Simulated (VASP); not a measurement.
## SnO2: electric field gradients with PBE

SnO2:

```
Sn O
1.0
     4.83210    0.00000    0.00000
     0.00000    4.83210    0.00000
     0.00000    0.00000    3.18640
Sn O
2 4
Direct
  0.00000 0.00000 0.00000
  0.50000 0.50000 0.50000
  0.30562 0.30562 0.00000
  0.19438 0.80562 0.50000
  0.69438 0.69438 0.00000
  0.80562 0.19438 0.50000
```

This cell differs from its parent crystal: equal xx and yy strain of +2 %.

| Item | Value |
| --- | --- |
| Program | VASP 6.6.1 |
| Task | electric field gradients |
| Functional | PBE |
| Potentials or basis | VASP PAW PBE potentials, release 64 (Sn_d, O) |
| Cutoff | 520 eV |
| k mesh | 4 × 4 × 6 |
| Occupations | fermi-dirac, width 0.03 eV |
| Spin | no spin polarisation |
| Dipole correction | no |
| Further INCAR settings | ALGO = Normal; EDIFF = 1e-08; NBANDS = 35 |

| Property | Result |
| --- | --- |
| Pressure | 3.8 GPa |
| Largest force | 0.023 eV/Å |
| Band gap on the k mesh | 0.86 eV, direct |

Forces on the atoms (eV/Å):
```
Sn   0.000  0.000  0.000
Sn   0.000  0.000  0.000
O    0.016  0.016  0.000
O   -0.016  0.016  0.000
O   -0.016 -0.016  0.000
O    0.016 -0.016  0.000
```

Stress tensor (GPa, compression positive):
```
2.24 0.00 0.00
0.00 2.24 0.00
0.00 0.00 6.78
```

Levels at points of the mesh, in eV from the valence-band top:
```tsv
k point	band 24	band 25	band 26	band 27	band 28	band 29
(0.00, 0.00, 0.00)	-0.78	-0.78	0.00	0.86	6.00	6.24
(0.50, 0.00, 0.00)	-1.17	-0.63	-0.63	4.04	4.04	7.02
(0.50, 0.50, 0.00)	-1.28	-0.91	-0.91	4.49	4.49	7.34
(0.00, 0.00, 0.50)	-1.56	-1.21	-1.21	5.74	5.74	9.39
(0.50, 0.00, 0.50)	-1.06	-0.78	-0.78	5.99	5.99	7.62
(0.50, 0.50, 0.50)	-0.94	-0.82	-0.82	4.42	4.42	8.71
```

Electric field gradients, principal values (V/Å²):
```
atom   least  middle  greatest (by size)
1 Sn  22.157  35.629             -57.786
2 Sn  22.157  35.629             -57.786
 3 O  46.914  64.673            -111.587
 4 O  46.914  64.673            -111.587
 5 O  46.914  64.673            -111.587
 6 O  46.914  64.673            -111.587
```

Run time: 24 s on 1 thread of Intel(R) Xeon(R) 6975P-C (Granite Rapids), on a shared host, peak memory 0.19 GiB.

Caveat: the cell differs from its parent crystal (equal xx and yy strain of +2 %); without QUAD_EFG the Cq values of the log hold for a quadrupole moment of 1 mb, not for the nuclei; spin-orbit coupling is left out, which moves the levels of the heavy elements.
